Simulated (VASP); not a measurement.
# SiO2 (P4_2/mnm) in VASP: notebook

Runs on SiO2. Level: PBE. Tasks: single point.

All numbers are computed with VASP 6.6.1; they aren't measurements. Logs are shortened: lines on timing, memory, paths and dates and some standing lists are left out, and cuts for length are marked.

## 1. The cell of the first run

The structure is tetragonal, space group P4_2/mnm (No. 136). Conventional cell: a = 4.307 Å, b = 4.307 Å, c = 2.498 Å, α = 90.00°, β = 90.00°, γ = 90.00°. Within 2.3 Å of Si (site symmetry mmm) lie 6 O at 1.72 to 1.87 Å. O (site symmetry m2m) has 3 Si at 1.72 to 1.87 Å and 1 O at 2.35 Å within 2.4 Å.

## 2. Single point, PBE (7.72 Å³/atom)

INCAR

```
SYSTEM = SiO2
ALGO = Normal ; EDIFF = 1E-7
ENCUT = 520 ; GGA = PE
ISIF = 2 ; ISMEAR = 0
LASPH = .True. ; LCHARG = .True.
LELF = .True. ; LREAL = .False.
LVHAR = .True. ; LWAVE = .False.
NBANDS = 25 ; NELM = 60
PREC = Accurate ; SIGMA = 0.05
```

KPOINTS

```
k-points
0
Gamma
  6 6 10
  0 0 0
```

POSCAR

```
SiO2
1.0
    4.3065159568      0.0000000000      0.0000000000
    0.0000000000      4.3065159568      0.0000000000
    0.0000000000      0.0000000000      2.4982099065
Si O
2 4
Direct
    0.5000000000      0.5000000000      0.5000000000
    0.0000000000      0.0000000000      0.0000000000
    0.6930127928      0.6930127928      0.0000000000
    0.1930127928      0.8069872072      0.5000000000
    0.3069872072      0.3069872072      0.0000000000
    0.8069872072      0.1930127928      0.5000000000
```

Potentials or basis: VASP PAW PBE potentials, release 64 (Si, O).

Started as:

```
cat potpaw_PBE.64/Si/POTCAR potpaw_PBE.64/O/POTCAR > POTCAR
mpirun -np 1 vasp_std > vasp.out
```

OUTCAR:

```text
SYSTEM = SiO2
   EDIFF = 1E-7
   ENCUT = 520
   GGA = PE
   ISIF = 2
   ISMEAR = 0
   LASPH = .True.
   LREAL = .False.
   NELM = 60
   PREC = Accurate

 ion  position               nearest neighbor table
   1  0.500  0.500  0.500-   3 1.72   5 1.72   3 1.72   5 1.72   4 1.87   6 1.87
   2  0.000  0.000  0.000-   4 1.72   6 1.72   4 1.72   6 1.72   5 1.87   3 1.87
   3  0.693  0.693  0.000-   1 1.72   1 1.72   2 1.87
   4  0.193  0.807  0.500-   2 1.72   2 1.72   1 1.87
   5  0.307  0.307  0.000-   1 1.72   1 1.72   2 1.87
   6  0.807  0.193  0.500-   2 1.72   2 1.72   1 1.87

  LATTYP: Found a simple tetragonal cell.
 ALAT       =     4.3065159568
 C/A-ratio  =     0.5801000000

  Lattice vectors:

 A1 = (   4.3065159568,   0.0000000000,   0.0000000000)
 A2 = (   0.0000000000,   4.3065159568,   0.0000000000)
 A3 = (   0.0000000000,   0.0000000000,   2.4982099065)

Analysis of symmetry for initial positions (statically):
=====================================================================
 Subroutine PRICEL returns:
 Original cell was already a primitive cell.

 Routine SETGRP: Setting up the symmetry group for a
 simple tetragonal supercell.

 Subroutine GETGRP returns: Found 16 space group operations
 (whereof  8 operations were pure point group operations)
 out of a pool of 16 trial point group operations.

The static configuration has the point symmetry D_2h.
 The point group associated with its full space group is D_4h.

Analysis of symmetry for dynamics (positions and initial velocities):
=====================================================================
 Subroutine PRICEL returns:
 Original cell was already a primitive cell.

 Routine SETGRP: Setting up the symmetry group for a
 simple tetragonal supercell.

 Subroutine GETGRP returns: Found 16 space group operations
 (whereof  8 operations were pure point group operations)
 out of a pool of 16 trial point group operations.

The dynamic configuration has the point symmetry D_2h.
 The point group associated with its full space group is D_4h.

 Subroutine INISYM returns: Found 16 space group operations
 (whereof  8 operations are pure point group operations),
 and found     1 'primitive' translations

----------------------------------------------------------------------------------------

                                     Primitive cell

  volume of cell :      46.3320

  direct lattice vectors                    reciprocal lattice vectors
     4.306515957  0.000000000  0.000000000     0.232206268  0.000000000  0.000000000
     0.000000000  4.306515957  0.000000000     0.000000000  0.232206268  0.000000000
     0.000000000  0.000000000  2.498209907     0.000000000  0.000000000  0.400286620

  length of vectors
     4.306515957  4.306515957  2.498209907     0.232206268  0.232206268  0.400286620

  position of ions in fractional coordinates (direct lattice)
     0.500000000  0.500000000  0.500000000
     0.000000000  0.000000000  0.000000000
     0.693012793  0.693012793  0.000000000
     0.193012793  0.806987207  0.500000000
     0.306987207  0.306987207  0.000000000
     0.806987207  0.193012793  0.500000000

  ion indices of the primitive-cell ions
   primitive index   ion index
                 1           1
                 2           2
                 3           3
                 4           4
                 5           5
                 6           6

----------------------------------------------------------------------------------------

 KPOINTS: k-points

Automatic generation of k-mesh.
 Grid dimensions read from file:
 generate k-points for:    6    6   10

 Generating k-lattice:

  Cartesian coordinates                     Fractional coordinates (reciprocal lattice)
     0.038701045  0.000000000  0.000000000     0.166666667  0.000000000  0.000000000
     0.000000000  0.038701045  0.000000000     0.000000000  0.166666667  0.000000000
     0.000000000  0.000000000  0.040028662     0.000000000  0.000000000  0.100000000

  Length of vectors
     0.038701045  0.038701045  0.040028662

  Shift w.r.t. Gamma in fractional coordinates (k-lattice)
     0.000000000  0.000000000  0.000000000

 Subroutine IBZKPT returns following result:
 ===========================================

 Found     60 irreducible k-points:

 Following reciprocal coordinates:
            Coordinates               Weight
  0.000000  0.000000  0.000000      1.000000
  0.166667  0.000000  0.000000      4.000000
  0.333333  0.000000  0.000000      4.000000
  0.500000  0.000000  0.000000      2.000000
  0.166667  0.166667  0.000000      4.000000
  0.333333  0.166667  0.000000      8.000000
[... 16 lines left out ...]
  0.333333  0.000000  0.200000      8.000000
  0.500000  0.000000  0.200000      4.000000
 [... further k-points ...]
   k-points           NKPTS =     60   k-points in BZ     NKDIM =     60   number of bands    NBANDS=     25
   number of dos      NEDOS =    301   number of ions     NIONS =      6
   total plane-waves  NPLWV =  20480
   dimension x,y,z NGX =    32 NGY =   32 NGZ =   20
   dimension x,y,z NGXF=    64 NGYF=   64 NGZF=   40
   ions per type =               2   4
   NGX,Y,Z   is equivalent  to a cutoff of  12.35, 12.35, 13.31 a.u.
   NGXF,Y,Z  is equivalent  to a cutoff of  24.71, 24.71, 26.62 a.u.
 SYSTEM =  SiO2
   PREC   = accura    normal or accurate (medium, high low for compatibility)
   ISTART =      0    job   : 0-new  1-cont  2-samecut
   ICHARG =      2    charge: 1-file 2-atom 10-const
   ISPIN  =      1    spin polarized calculation?
   LNONCOLLINEAR =      F non collinear calculations
   LSORBIT =      F    spin-orbit coupling
   LASPH  =      T    aspherical Exc in radial PAW
   ENCUT  =  520.0 eV  38.22 Ry    6.18 a.u.   8.01  8.01  4.65*2*pi/ulx,y,z
   NELM   =     60;   NELMIN=  2; NELMDL= -5     # of ELM steps
   EDIFF  = 0.1E-06   stopping-criterion for ELM
   LREAL  =      F    real-space projection
   EDIFFG = 0.1E-05   stopping-criterion for IOM
   NSW    =      0    number of steps for IOM
   IBRION =     -1    ionic relax: 0-MD 1-quasi-New 2-CG
   NFREE  =      0    steps in history (QN), initial steepest desc. (CG)
   ISIF   =      2    stress and relaxation
   ISYM   =      2    0-nonsym 1-usesym 2-fastsym
   POTIM  = 0.5000    time-step for ionic-motion
   TEBEG  =    0.0;   TEEND  =   0.0 temperature during run
   PSTRESS=    0.0 pullay stress
   NELECT =      32.0000    total number of electrons
   NUPDOWN=      -1.0000    fix difference up-down
   EMIN   =  10.00;   EMAX   =-10.00  energy-range for DOS
   EFERMI =   0.00;   METHOD = LEGACY
   ISMEAR =     0;   SIGMA  =   0.05  broadening in eV -4-tet -1-fermi 0-gaus
   EFERMI_NEDOS =   21; number of points for ismear=-14 and -15
   IALGO  =     38    algorithm
   IMIX   =      4    mixing-type and parameters
     AMIX     =   0.40;   BMIX     =  1.00
     AMIX_MAG =   1.60;   BMIX_MAG =  1.00
  volume/ion in A,a.u.               =       7.72        52.11
  Fermi-wavevector in a.u.,A,eV,Ry     =   1.447098  2.734618 28.491842  2.094091
  Thomas-Fermi vector in A             =   2.565091
   LORBIT       =      0    0 simple, 1 ext, 2 COOP (PROOUT), +10 PAW based schemes
   GGA     = PE    functional components
   LHFCALC =     F    Hartree Fock is set to
   AEXX    =    0.0000 exact exchange contribution
   IVDW    =     0    specifies the selected vdW correction
   LEPSILON=     F    determine dielectric tensor
   LRPA    =     F    only Hartree local field effects (RPA)
 non-spin polarized calculation
 Gauss-broadening in eV      SIGMA  =   0.05
  energy-cutoff  :      520.00
  volume of cell :       46.33
 maximum number of plane-waves:      1272
   NGX = 17   NGY = 17   NGZ =  9

 number of electron      32.0000025 magnetization

 Free energy of the ion-electron system (eV)
  ---------------------------------------------------
  ext. energy  EPLUGINS =         0.00000000
  ---------------------------------------------------
  free energy    TOTEN  =       -45.74468656 eV

  energy without entropy =      -45.74468656  energy(sigma->0) =      -45.74468656

 E-fermi :   8.2512     XC(G=0): -12.2521

 val. band max:        8.0488608076   @ k =   0.0000   0.0000   0.0000
 cond. band min:      14.0140100633   @ k =   0.0000   0.0000   0.0000
 fundamental gap:      5.9651492557
 Fermi energy:         8.2512170834

 k-point     1 :       0.0000    0.0000    0.0000
  band No.  band energies     occupation
      1     -14.5576      2.00000
      2     -11.1098      2.00000
      3     -11.0942      2.00000
      4     -11.0942      2.00000
      5      -2.7032      2.00000
      6       1.2746      2.00000
[... 17 lines left out ...]
     24      21.8696      0.00000
     25      23.2647      0.00000

 k-point     2 :       0.1667    0.0000    0.0000
  band No.  band energies     occupation
      1     -14.4244      2.00000
      2     -11.8246      2.00000
      3     -11.0272      2.00000
      4     -10.6429      2.00000
      5      -2.5646      2.00000
      6       0.5820      2.00000
[... 17 lines left out ...]
     24      21.9573      0.00000
     25      23.2382      0.00000

 k-point     3 :       0.3333    0.0000    0.0000
  band No.  band energies     occupation
      1     -14.0348      2.00000
      2     -12.6492      2.00000
      3     -10.8498      2.00000
      4     -10.5157      2.00000
      5      -2.1419      2.00000
      6      -0.4876      2.00000
[... 552 lines left out ...]
 k-point    23 :       0.3333    0.0000    0.2000
  band No.  band energies     occupation
      1     -13.4601      2.00000
      2     -12.1814      2.00000
      3     -10.5458      2.00000
      4     -10.3034      2.00000
      5      -1.6498      2.00000
      6      -0.0226      2.00000
[... 17 lines left out ...]
     24      21.8751      0.00000
     25      22.6984      0.00000

 k-point    24 :       0.5000    0.0000    0.2000
  band No.  band energies     occupation
      1     -12.8890      2.00000
      2     -12.8890      2.00000
      3     -10.3840      2.00000
      4     -10.3840      2.00000
      5      -0.9150      2.00000
      6      -0.9150      2.00000
[... 17 lines left out ...]
     24      21.9588      0.00000
     25      22.6134      0.00000

 [... further k-points ...]

------------------------ aborting loop because EDIFF is reached ----------------------------------------

  FORCE on cell =-STRESS in cart. coord.  units (eV):
  Direction    XX          YY          ZZ          XY          YZ          ZX
  --------------------------------------------------------------------------------------
  -------------------------------------------------------------------------------------
  Total        0.7602154      0.7602154     16.2605973      0.0000000      0.0000000      0.0000000
  in kB       26.2885237     26.2885237    562.2973402      0.0000000      0.0000000      0.0000000
  external PRESSURE =     204.9581292 kB  Pullay stress =       0.0000000 kB

 VOLUME and BASIS-vectors are now :
 -----------------------------------------------------------------------------
  energy-cutoff  :      520.00
  volume of cell :       46.33
      direct lattice vectors                 reciprocal lattice vectors
     4.306515957  0.000000000  0.000000000     0.232206268  0.000000000  0.000000000
     0.000000000  4.306515957  0.000000000     0.000000000  0.232206268  0.000000000
     0.000000000  0.000000000  2.498209907     0.000000000  0.000000000  0.400286620

 POSITION                                       TOTAL-FORCE (eV/Angst)
 -----------------------------------------------------------------------------------
      2.15326      2.15326      1.24910         0.000000      0.000000     -0.000000
      0.00000      0.00000      0.00000         0.000000      0.000000     -0.000000
      2.98447      2.98447      0.00000        -0.138793     -0.138793     -0.000000
      0.83121      3.47530      1.24910        -0.138793      0.138793      0.000000
      1.32205      1.32205      0.00000         0.138793      0.138793      0.000000
      3.47530      0.83121      1.24910         0.138793     -0.138793     -0.000000
 -----------------------------------------------------------------------------------
    total drift:                                0.000000      0.000000     -0.000000

  FREE ENERGIE OF THE ION-ELECTRON SYSTEM (eV)
  ---------------------------------------------------
  free  energy   TOTEN  =       -45.7446865571 eV

  energy  without entropy=      -45.7446865571  energy(sigma->0) =      -45.74468656
```

It took 55 s on 1 thread of Intel Xeon 8259CL, shared host; peak memory 0.18 GiB.

What came out:

- Free energy: -45.7447 eV
- Pressure: 20.5 GPa
- Largest force: 0.196 eV/Å
- Band gap on the k mesh: 5.97 eV

Forces in eV/Å, atoms in the order of the input:
```
Si   0.000  0.000  0.000
Si   0.000  0.000  0.000
O   -0.139 -0.139  0.000
O   -0.139  0.139  0.000
O    0.139  0.139  0.000
O    0.139 -0.139  0.000
```

Caveat: the cell stands under pressure. A k mesh can miss the band edges.

## 3. Single point, PBE (7.72 Å³/atom)

INCAR

```
SYSTEM = SiO2
  PREC = Accurate
  ENCUT = 520
  EDIFF = 1E-6
  ISMEAR = 0
  SIGMA = 0.05
  LREAL = .FALSE.
  LASPH = .TRUE.
  NELM = 100
  ALGO = Normal
  ISIF = 2
  LWAVE = .FALSE.
  LCHARG = .TRUE.
  GGA = PE
  LELF = .TRUE.
  LVHAR = .TRUE.
  NBANDS = 25
```

KPOINTS

```
regular mesh
0
G
  6 6 10
  0 0 0
```

POSCAR, as its differences from that of step 2:

```diff
@@ -2,5 +2,5 @@
 1.0
-    4.3065159568      0.0000000000      0.0000000000
-    0.0000000000      4.3065159568      0.0000000000
-    0.0000000000      0.0000000000      2.4982099065
+    4.2209474596      0.0000000000      0.0000000000
+    0.0000000000      4.2209474596      0.0000000000
+    0.0000000000      0.0000000000      2.6005257299
 Si O
```

Potentials or basis: VASP PAW PBE potentials, release 64 (Si, O).

Started as:

```
cat potpaw_PBE.64/Si/POTCAR potpaw_PBE.64/O/POTCAR > POTCAR
mpirun -np 1 vasp_std > vasp.out
```

It took 49 s on 1 thread of Intel Xeon 8259CL, shared host; peak memory 0.18 GiB.

It converged, with:

```
Free energy            : -46.1641 eV
Pressure               : 15.5 GPa
Largest force          : 0.157 eV/Å
Band gap on the k mesh : 5.86 eV
```

Forces on the atoms (eV/Å):
```
Si   0.000  0.000  0.000
Si   0.000  0.000  0.000
O    0.111  0.111  0.000
O    0.111 -0.111  0.000
O   -0.111 -0.111  0.000
O   -0.111  0.111  0.000
```

Stress tensor (GPa, compression positive):
```
 9.00  0.00  0.00
 0.00  9.00  0.00
 0.00  0.00 28.45
```

Levels at points of the mesh, in eV from the valence-band top:
| k point | band 13 | band 14 | band 15 | band 16 | band 17 | band 18 | band 19 | band 20 |
| --- | --- | --- | --- | --- | --- | --- | --- | --- |
| (0.00, 0.00, 0.00) | -2.38 | -0.90 | -0.90 | 0.00 | 5.86 | 7.29 | 9.08 | 9.08 |
| (0.50, 0.00, 0.00) | -2.54 | -2.54 | -1.12 | -1.12 | 8.13 | 8.13 | 9.63 | 9.63 |
| (0.50, 0.50, 0.00) | -2.53 | -2.53 | -2.38 | -2.38 | 7.81 | 7.81 | 10.53 | 10.53 |
| (0.00, 0.00, 0.50) | -2.94 | -2.94 | -2.70 | -2.70 | 9.14 | 9.14 | 12.43 | 12.43 |
| (0.50, 0.00, 0.50) | -2.34 | -2.34 | -1.75 | -1.75 | 8.84 | 8.84 | 9.64 | 9.64 |
| (0.50, 0.50, 0.50) | -1.86 | -1.86 | -1.55 | -1.55 | 7.23 | 7.23 | 10.92 | 10.92 |

Caveat: the cell stands under pressure. A k mesh can miss the band edges.

## 4. Single point, PBE (7.72 Å³/atom)

INCAR

```
SYSTEM = SiO2
PREC     = Accurate       ! precision mode
ENCUT    = 520            ! plane-wave cutoff, eV
EDIFF    = 1E-7           ! SCF threshold, eV
ISMEAR   = 0              ! smearing method
SIGMA    = 0.05           ! smearing width, eV
LREAL    = .False.        ! projectors in reciprocal space
LASPH    = .True.         ! aspherical terms in the spheres
NELM     = 60             ! most SCF steps
ALGO     = Normal         ! electronic algorithm
ISIF     = 2              ! what is computed and relaxed
LWAVE    = .False.        ! write WAVECAR
LCHARG   = .False.        ! write CHGCAR
GGA      = PE             ! functional
NBANDS   = 25             ! bands
```

KPOINTS

```
regular mesh
0
Gamma
  6 6 10
  0 0 0
```

POSCAR, as its differences from that of step 3:

```diff
@@ -2,5 +2,5 @@
 1.0
-    4.2209474596      0.0000000000      0.0000000000
-    0.0000000000      4.2209474596      0.0000000000
-    0.0000000000      0.0000000000      2.6005257299
+    4.1369402874      0.0000000000      0.0000000000
+    0.0000000000      4.1369402874      0.0000000000
+    0.0000000000      0.0000000000      2.7072137241
 Si O
```

Started as:

```
cat potpaw_PBE.64/Si/POTCAR potpaw_PBE.64/O/POTCAR > POTCAR
mpirun -np 1 vasp_std > vasp.out
```

It took 53 s on 1 thread of Intel Xeon 8259CL, shared host; peak memory 0.18 GiB.

It converged, with:

| Property | Result |
| --- | --- |
| Free energy | -46.2137 eV |
| Pressure | 12.1 GPa |
| Largest force | 0.477 eV/Å |
| Band gap on the k mesh | 5.63 eV |

Forces on the atoms (eV/Å):
```
Si   0.000  0.000  0.000
Si   0.000  0.000  0.000
O    0.337  0.337  0.000
O    0.337 -0.337  0.000
O   -0.337 -0.337  0.000
O   -0.337  0.337  0.000
```

Stress tensor (GPa, compression positive):
```
15.54  0.00  0.00
 0.00 15.54  0.00
 0.00  0.00  5.37
```

Levels at points of the mesh, in eV from the valence-band top:
```
           k point  band 12  band 13  band 14  band 15  band 16  band 17  band 18  band 19  band 20  band 21
(0.00, 0.00, 0.00)    -3.28    -2.66    -0.84    -0.84     0.00     5.63     6.33     8.23     8.23    11.29
(0.50, 0.00, 0.00)    -3.85    -2.81    -2.81    -1.05    -1.05     7.58     7.58     8.82     8.82    11.36
(0.50, 0.50, 0.00)    -3.42    -2.70    -2.70    -2.20    -2.20     7.23     7.23     9.84     9.84    13.53
(0.00, 0.00, 0.50)    -4.54    -3.15    -3.15    -2.69    -2.69     9.25     9.25    12.67    12.67    12.97
(0.50, 0.00, 0.50)    -3.97    -2.23    -2.23    -1.75    -1.75     8.96     8.96    10.15    10.15    12.30
(0.50, 0.50, 0.50)    -4.39    -1.73    -1.73    -1.53    -1.53     7.41     7.41    11.11    11.11    11.89
```

Caveat: the cell stands under pressure.

## 5. Overview

| cell | gap on the mesh (eV) | pressure (GPa) | largest force (eV/Å) |
| --- | --- | --- | --- |
| a = 4.307, b = 4.307, c = 2.498 Å, 6 atoms | 5.97 | 20.5 | 0.20 |
| a = 4.221, b = 4.221, c = 2.601 Å, 6 atoms | 5.86 | 15.5 | 0.16 |
| a = 4.137, b = 4.137, c = 2.707 Å, 6 atoms | 5.63 | 12.1 | 0.48 |

Alike in all rows: task single point; level PBE; potentials or basis VASP PAW PBE potentials, release 64 (Si, O); no spin polarisation; k mesh 6 × 6 × 10; cutoff (eV) 520; smearing gaussian 0.05 eV.

Caveats: the cell stands under pressure.

Total energies depend on the potentials used, so only differences within one code and one set of settings carry meaning.
